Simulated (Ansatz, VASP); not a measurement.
# Two plane-wave programs on HfC

Contents of INCAR:

```
SYSTEM = HfC
  ALGO = Normal
  EDIFF = 1E-8
  ENCUT = 520
  GGA = CA
  ISIF = 2
  ISMEAR = -1
  LASPH = .TRUE.
  LCHARG = .FALSE.
  LEFG = .TRUE.
  LREAL = .FALSE.
  LWAVE = .FALSE.
  NBANDS = 14
  NELM = 100
  PREC = Accurate
  SIGMA = 0.05
```

KPOINTS

```
k-points
0
G
  14 14 14
  0 0 0
```

The input POSCAR:

```
HfC
1.0
    0.0000000000      2.3324845805      2.3324845805
    2.3324845805      0.0000000000      2.3324845805
    2.3324845805      2.3324845805      0.0000000000
Hf C
1 1
Direct
    0.0000000000      0.0000000000      0.0000000000
    0.5000000000      0.5000000000      0.5000000000
```

Input for Ansatz:

```yaml
crystal:
  lattice:
    - [0.0, 2.3324845805, 2.3324845805]
    - [2.3324845805, 0.0, 2.3324845805]
    - [2.3324845805, 2.3324845805, 0.0]
  atoms:
    - { symbol: Hf, position: [0.0, 0.0, 0.0] }
    - { symbol: C, position: [0.5, 0.5, 0.5] }
kpoints:
  mp_grid: { grid: [14, 14, 14] }
scf:
  occupations: { method: fermi_dirac, width: 0.05 }
hamiltonian:
  xc: lda
  pseudopotentials: { kind: paw }
output:
  forces: true
  stress: true
  eigenvalues: true
  efg: { contact_densities: true }
```

Change from the starting cell: volume scaled by 1.02, PAW files.

Alike in both runs: task electric field gradients; functional LDA; k mesh 14 × 14 × 14; occupations fermi-dirac, width 0.05 eV; no spin polarisation.

|  | VASP | Ansatz |
| --- | --- | --- |
| version | VASP 6.6.1 | Ansatz 0.2.0 |
| potentials or method | VASP PAW LDA potentials, release 64 (Hf_pv, C) | PAW with Ansatz's default frozen-core files, scalar-relativistic |
| plane-wave cutoff (eV) | 520 | 420 |
| valence electrons in the cell | 14 | 30 |

VASP gave:

- pressure (GPa): -13.7

Question: What did Ansatz give for the same quantities?

Answer: Pressure (GPa): -13.9.

LDA's correlation is that of Perdew and Zunger in VASP and of Perdew and Wang (1992) in Ansatz. VASP's potentials hold 14 valence electrons a cell and Ansatz's 30, so a difference there can come from the potentials and not from the codes.

Spin-orbit coupling is off throughout.
